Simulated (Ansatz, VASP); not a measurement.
**HfH2 in VASP and in Ansatz**

```xyz
3
Lattice="-1.8285 1.8285 2.2600 1.8285 -1.8285 2.2600 1.8285 1.8285 -2.2600" Properties=species:S:1:pos:R:3 pbc="T T T"
Hf    0.0000    0.0000    0.0000
H     0.0000    1.8285    1.1300
H     1.8285    0.0000    1.1300
```

Alike in both runs: task single point; functional PBEsol; k mesh 16 × 16 × 16; occupations gaussian, width 0.1 eV; no spin polarisation.

|  | VASP | Ansatz |
| --- | --- | --- |
| version | VASP 6.6.1 | Ansatz 0.2.0 |
| potentials or method | VASP PAW PBE potentials, release 64 (Hf_pv, H), cutoff 520 eV | scalar-relativistic, plane waves, PAW |
| valence electrons in the cell | 12 | 28 |

Ansatz gave:

```
gap on the k mesh at the Fermi level (eV)                     : none
pressure (GPa)                                                : -19.2
traceless stress, the component that is largest in VASP (GPa) : 1.04
```

Problem. What did VASP give for the same quantities?

Solution. gap on the k mesh at the Fermi level (eV): none; pressure (GPa): -19.8; traceless stress, the component that is largest in VASP (GPa): 1.08.

VASP's potentials were made for PBE, not for PBEsol. A gap of «none» marks a metal or a gap that the smearing closes. VASP's potentials hold 12 valence electrons a cell and Ansatz's 28, so a difference there can come from the potentials and not from the codes.

Neither program's run includes spin-orbit coupling.
